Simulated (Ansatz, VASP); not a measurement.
One calculation of Cr, two programs

INCAR

```
ALGO = Fast ; EDIFF = 1E-6
ENCUT = 520 ; GGA = PS
ISIF = 2 ; ISMEAR = 0
LASPH = True ; LCHARG = False
LREAL = False ; LWAVE = False
NBANDS = 12 ; NELM = 100
PREC = Accurate ; SIGMA = 0.15
```

The input KPOINTS:

```
k-points
0
Gamma
  24 24 24
```

Contents of POSCAR:

```
Cr
1.0
   -1.4059012500      1.4419500000      1.4419500000
    1.4059012500     -1.4419500000      1.4419500000
    1.4059012500      1.4419500000     -1.4419500000
Cr
1
Direct
    0.0000000000      0.0000000000      0.0000000000
```

Input for Ansatz:

```yaml
crystal:
  lattice:
    - [-1.40590125, 1.44195, 1.44195]
    - [1.40590125, -1.44195, 1.44195]
    - [1.40590125, 1.44195, -1.44195]
  atoms:
    - { symbol: Cr, position: [0.0, 0.0, 0.0] }
basis:
  ecutwfc: 420
kpoints:
  mp_grid: { grid: [24, 24, 24] }
hamiltonian:
  xc: pbesol
scf:
  occupations: { method: gaussian, width: 0.15 }
output:
  forces: true
  stress: true
  eigenvalues: true
```

Change from the starting cell: strain -0.0250 x Voigt [1, 0, 0, 0, 0, 0], atoms carried along.

Alike in both runs: task single point; functional PBEsol; k mesh 24 × 24 × 24; occupations gaussian, width 0.15 eV; no spin polarisation.

|  | VASP | Ansatz |
| --- | --- | --- |
| version | VASP 6.6.1 | Ansatz 0.2.0 |
| potentials or method | VASP PAW PBE potentials, release 64 (Cr_pv), cutoff 520 eV | scalar-relativistic, plane waves, PAW |
| valence electrons in the cell | 12 | 14 |

VASP gave:

- gap on the k mesh at the Fermi level (eV): none
- pressure (GPa): -12.4
- traceless stress, the component that is largest in VASP (GPa): 5.86

Q: Estimate Ansatz's values.

A: gap on the k mesh at the Fermi level (eV): none; pressure (GPa): -12.1; traceless stress, the component that is largest in VASP (GPa): 5.92.

VASP's potentials were made for PBE, not for PBEsol. A gap of «none» marks a metal or a gap that the smearing closes. VASP's potentials hold 12 valence electrons a cell and Ansatz's 14, so a difference there can come from the potentials and not from the codes.
